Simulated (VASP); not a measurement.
# Sc (P6_3/mmc) in VASP: further runs

Runs on Sc. Level: PBE. Tasks: single point.

All numbers are computed with VASP 6.6.1; they aren't measurements. Logs are shortened: lines on timing, memory, paths and dates and some standing lists are left out, and cuts for length are marked.

### 1 The cell of the first run

It takes space group P6_3/mmc (No. 194, hexagonal). Conventional cell: a = 3.264 Å, b = 3.264 Å, c = 5.025 Å, α = 90.00°, β = 90.00°, γ = 120.00°. Within 4.1 Å of Sc (site symmetry -6m2) lie 12 Sc at 3.14 to 3.26 Å.

### 2 Single point, PBE

Contents of INCAR:

```
SYSTEM = Sc
PREC     = Accurate       ! precision mode
ENCUT    = 520            ! plane-wave cutoff, eV
EDIFF    = 1E-6           ! SCF threshold, eV
ISMEAR   = 0              ! smearing method
SIGMA    = 0.15           ! smearing width, eV
LREAL    = .FALSE.        ! projectors in reciprocal space
LASPH    = .TRUE.         ! aspherical terms in the spheres
NELM     = 60             ! most SCF steps
ALGO     = Fast           ! electronic algorithm
ISIF     = 2              ! what is computed and relaxed
LWAVE    = .FALSE.        ! write WAVECAR
LCHARG   = .FALSE.        ! write CHGCAR
GGA      = PE             ! functional
NBANDS   = 18             ! bands
```

Contents of KPOINTS:

```
Automatic mesh
0
G
  15 15 10
  0 0 0
```

Contents of POSCAR:

```
Sc
1.0
    3.2642000000      0.0000000000      0.0000000000
   -1.6321000000      2.8268801230      0.0000000000
    0.0000000000      0.0000000000      5.0250000000
Sc
2
Direct
    0.3333333333      0.6666666667      0.2500000000
    0.6666666667      0.3333333333      0.7500000000
```

Potentials or basis: VASP PAW PBE potentials, release 64 (Sc_sv).

Started as:

```sh
$ cat potpaw_PBE.64/Sc_sv/POTCAR > POTCAR
$ mpirun -np 1 vasp_std > vasp.out
```

OUTCAR:

```text
SYSTEM = Sc
   PREC = Accurate
   ENCUT = 520
   EDIFF = 1E-6
   ISMEAR = 0
   LREAL = .FALSE.
   LASPH = .TRUE.
   NELM = 60
   ISIF = 2
   GGA = PE

 ion  position               nearest neighbor table
   1  0.333  0.667  0.250-   2 3.14   2 3.14   2 3.14   2 3.14   2 3.14   2 3.14
   2  0.667  0.333  0.750-   1 3.14   1 3.14   1 3.14   1 3.14   1 3.14   1 3.14

  LATTYP: Found a hexagonal cell.
 ALAT       =     3.2642000000
 C/A-ratio  =     1.5394277311

  Lattice vectors:

 A1 = (   3.2642000000,   0.0000000000,   0.0000000000)
 A2 = (  -1.6321000000,   2.8268801230,   0.0000000000)
 A3 = (   0.0000000000,   0.0000000000,   5.0250000000)

Analysis of symmetry for initial positions (statically):
=====================================================================
 Subroutine PRICEL returns:
 Original cell was already a primitive cell.

 Routine SETGRP: Setting up the symmetry group for a
 hexagonal supercell.

 Subroutine GETGRP returns: Found 24 space group operations
 (whereof 12 operations were pure point group operations)
 out of a pool of 24 trial point group operations.

The static configuration has the point symmetry D_3d.
 The point group associated with its full space group is D_6h.

Analysis of symmetry for dynamics (positions and initial velocities):
=====================================================================
 Subroutine PRICEL returns:
 Original cell was already a primitive cell.

 Routine SETGRP: Setting up the symmetry group for a
 hexagonal supercell.

 Subroutine GETGRP returns: Found 24 space group operations
 (whereof 12 operations were pure point group operations)
 out of a pool of 24 trial point group operations.

The dynamic configuration has the point symmetry D_3d.
 The point group associated with its full space group is D_6h.

 Subroutine INISYM returns: Found 24 space group operations
 (whereof 12 operations are pure point group operations),
 and found     1 'primitive' translations

----------------------------------------------------------------------------------------

                                     Primitive cell

  volume of cell :      46.3682

  direct lattice vectors                    reciprocal lattice vectors
     3.264200000  0.000000000  0.000000000     0.306353777  0.176873436  0.000000000
    -1.632100000  2.826880123  0.000000000     0.000000000  0.353746872  0.000000000
     0.000000000  0.000000000  5.025000000     0.000000000  0.000000000  0.199004975

  length of vectors
     3.264200000  3.264200000  5.025000000     0.353746872  0.353746872  0.199004975

[... 81 lines left out ...]
   LREAL  =      F    real-space projection
   EDIFFG = 0.1E-04   stopping-criterion for IOM
   NSW    =      0    number of steps for IOM
   IBRION =     -1    ionic relax: 0-MD 1-quasi-New 2-CG
   NFREE  =      0    steps in history (QN), initial steepest desc. (CG)
   ISIF   =      2    stress and relaxation
   ISYM   =      2    0-nonsym 1-usesym 2-fastsym
   POTIM  = 0.5000    time-step for ionic-motion
   TEBEG  =    0.0;   TEEND  =   0.0 temperature during run
   PSTRESS=    0.0 pullay stress
   NELECT =      22.0000    total number of electrons
   NUPDOWN=      -1.0000    fix difference up-down
   EMIN   =  10.00;   EMAX   =-10.00  energy-range for DOS
   EFERMI =   0.00;   METHOD = LEGACY
   ISMEAR =     0;   SIGMA  =   0.15  broadening in eV -4-tet -1-fermi 0-gaus
   EFERMI_NEDOS =   21; number of points for ismear=-14 and -15
   IALGO  =     68    algorithm
   IMIX   =      4    mixing-type and parameters
     AMIX     =   0.40;   BMIX     =  1.00
     AMIX_MAG =   1.60;   BMIX_MAG =  1.00
  volume/ion in A,a.u.               =      23.18       156.45
  Fermi-wavevector in a.u.,A,eV,Ry     =   1.276857  2.412910 22.182452  1.630364
  Thomas-Fermi vector in A             =   2.409490
   LORBIT       =      0    0 simple, 1 ext, 2 COOP (PROOUT), +10 PAW based schemes
   GGA     = PE    functional components
   LHFCALC =     F    Hartree Fock is set to
   AEXX    =    0.0000 exact exchange contribution
   IVDW    =     0    specifies the selected vdW correction
   LEPSILON=     F    determine dielectric tensor
   LRPA    =     F    only Hartree local field effects (RPA)
 non-spin polarized calculation
 RMM-DIIS sequential band-by-band and
 Gauss-broadening in eV      SIGMA  =   0.15
  energy-cutoff  :      520.00
  volume of cell :       46.37
 maximum number of plane-waves:      1269
   NGX = 13   NGY = 13   NGZ = 19

 number of electron      22.0000009 magnetization

 Free energy of the ion-electron system (eV)
  ---------------------------------------------------
  ext. energy  EPLUGINS =         0.00000000
  ---------------------------------------------------
  free energy    TOTEN  =       -12.48617986 eV

  energy without entropy =      -12.44401942  energy(sigma->0) =      -12.46509964

 E-fermi :   4.0410     XC(G=0): -10.1248

 val. band max:        4.0392888421   @ k =   0.2000   0.0667   0.3000
 cond. band min:       4.0452224066   @ k =   0.1333   0.1333   0.0000
 fundamental gap:      0.0059335645
 Fermi energy:         4.0410316688

 k-point     1 :       0.0000    0.0000    0.0000
  band No.  band energies     occupation
      1     -45.2164      2.00000
      2     -45.1204      2.00000
      3     -24.1104      2.00000
      4     -23.6868      2.00000
      5     -23.6868      2.00000
      6     -23.6014      2.00000
[... 481 lines left out ...]
      5     -23.8465      2.00000
      6     -23.8372      2.00000
[... 10 lines left out ...]
     17       8.1047      0.00000
     18       8.9814      0.00000

 [... further k-points ...]

------------------------ aborting loop because EDIFF is reached ----------------------------------------

  FORCE on cell =-STRESS in cart. coord.  units (eV):
  Direction    XX          YY          ZZ          XY          YZ          ZX
  --------------------------------------------------------------------------------------
  -------------------------------------------------------------------------------------
  Total        1.0057968      1.0057968      1.2246250     -0.0000000      0.0000000     -0.0000000
  in kB       34.7536648     34.7536648     42.3149146     -0.0000000      0.0000000     -0.0000000
  external PRESSURE =      37.2740814 kB  Pullay stress =       0.0000000 kB

 VOLUME and BASIS-vectors are now :
 -----------------------------------------------------------------------------
  energy-cutoff  :      520.00
  volume of cell :       46.37
      direct lattice vectors                 reciprocal lattice vectors
     3.264200000  0.000000000  0.000000000     0.306353777  0.176873436  0.000000000
    -1.632100000  2.826880123  0.000000000     0.000000000  0.353746872  0.000000000
     0.000000000  0.000000000  5.025000000     0.000000000  0.000000000  0.199004975

 POSITION                                       TOTAL-FORCE (eV/Angst)
 -----------------------------------------------------------------------------------
     -0.00000      1.88459      1.25625         0.000000     -0.000000      0.000000
      1.63210      0.94229      3.76875        -0.000000      0.000000      0.000000
 -----------------------------------------------------------------------------------
    total drift:                               -0.000000      0.000000     -0.000000

  FREE ENERGIE OF THE ION-ELECTRON SYSTEM (eV)
  ---------------------------------------------------
  free  energy   TOTEN  =       -12.4861798622 eV

  energy  without entropy=      -12.4440194197  energy(sigma->0) =      -12.46509964
```

stdout:

```text
POSCAR found type information on POSCAR Sc
 POSCAR found :  1 types and       2 ions
 scaLAPACK will be used
 LDA part: xc-table for (Slater+PW92), standard interpolation
 POSCAR, INCAR and KPOINTS ok, starting setup
 FFT: planning ... GRIDC
 FFT: planning ... GRID_SOFT
 FFT: planning ... GRID
 WAVECAR not read
 entering main loop
```

Run time: 2.9 min. Hardware: 1 thread of Intel Xeon 8259CL, shared host; peak memory 0.24 GiB.

Results:

| Item | Value |
| --- | --- |
| Free energy | -12.4862 eV |
| Pressure | 3.7 GPa |
| Band gap on the k mesh | zero (band 11 reaches 5.11 eV, above the bottom of band 12 at 3.45 eV) |

Stress tensor (GPa, compression positive):
```
3.48 0.00 0.00
0.00 3.48 0.00
0.00 0.00 4.23
```

### 3 Single point, PBE

This run uses another cell than the first one, of 23.42 Å³/atom, 1.010 times its volume.

Contents of INCAR:

```
PREC = Accurate
ENCUT = 520
EDIFF = 1E-6
ISMEAR = 0
SIGMA = 0.15
LREAL = F
LASPH = T
NELM = 60
ALGO = Fast
ISIF = 2
LWAVE = F
LCHARG = F
GGA = PE
NBANDS = 18
```

Contents of KPOINTS:

```
Automatic mesh
0
Gamma
  15 15 10
```

Contents of POSCAR:

```
Sc
1.0
    3.3748000000      0.0000000000      0.0000000000
   -1.6874000000      2.9226625327      0.0000000000
    0.0000000000      0.0000000000      4.7496000000
Sc
2
Direct
    0.3333333333      0.6666666667      0.2500000000
    0.6666666667      0.3333333333      0.7500000000
```

Potentials or basis: VASP PAW PBE potentials, release 64 (Sc_sv).

Started as:

```sh
$ cat potpaw_PBE.64/Sc_sv/POTCAR > POTCAR
$ mpirun -np 1 vasp_std > vasp.out
```

Run time: 4.4 min. Hardware: 1 thread of Intel Xeon 8259CL, shared host; peak memory 0.25 GiB.

The run converged. Its results:

```yaml
Free_energy: -12.4193 eV
Pressure: 3.0 GPa
Band_gap_on_the_k_mesh: zero (band 11 reaches 5.48 eV, above the bottom of band 12 at 3.34 eV)
```

Stress tensor (GPa, compression positive):
```
0.38 0.00 0.00
0.00 0.38 0.00
0.00 0.00 8.27
```

Levels at points of the mesh, in eV from the Fermi level:
```
           k point  band 7  band 8  band 9  band 10  band 11  band 12  band 13  band 14
(0.00, 0.00, 0.00)  -27.67  -27.59   -5.17    -1.58     1.54     1.54     1.63     2.04
(0.00, 0.00, 0.50)  -27.73  -27.73   -3.34    -3.34     1.29     1.29     1.29     1.29
```
